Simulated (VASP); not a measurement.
Runs of VASP 6.6.1 on Mg. The structure is that of space group P6_3/mmc (No. 194), or close to it. The cells are those of the table. 

| task | cell | k mesh | cutoff (eV) | gap on the mesh (eV) | pressure (GPa) | relaxed volume (Å³/atom) |
| --- | --- | --- | --- | --- | --- | --- |
| single point | a = 3.193, b = 3.193, c = 10.226 Å, angles 90.0, 90.0, 120.0°, 4 atoms | 12 × 12 × 4 | 520 | none | 0.0 | - |
| single point | a = 3.191, b = 3.191, c = 10.241 Å, angles 90.0, 90.0, 120.0°, 4 atoms | 18 × 18 × 4 | 520 | none | 0.0 | - |
| relaxation of cell and atoms | relaxed from a = 3.345, b = 3.345, c = 10.952 Å, angles 90.0, 90.0, 120.0°, 4 atoms | 12 × 12 × 4 | 600 | none | 0.0 | (a) |
| single point | a = 3.345, b = 3.345, c = 10.952 Å, angles 90.0, 90.0, 120.0°, 4 atoms | 6 × 6 × 2 | 520 | none | -4.5 | - |
| relaxation of cell and atoms | relaxed from a = 3.193, b = 3.193, c = 10.226 Å, angles 90.0, 90.0, 120.0°, 4 atoms | 18 × 18 × 4 | 600 | none | 0.0 | 22.55 |

Alike in all rows: level PBEsol; potentials or basis VASP PAW PBE potentials, release 64 (Mg); no spin polarisation; smearing gaussian 0.1 eV.

Question: Estimate the missing entries.

Answer: (a) 22.51.

Caveats: some runs use coarse meshes; the PAW data sets were made with another functional, which shifts forces and pressure a little; the volume moved by over 15 % at a fixed basis, so the end points are rough (at least some runs).

A gap of «none» marks levels without a gap at the run's occupations.
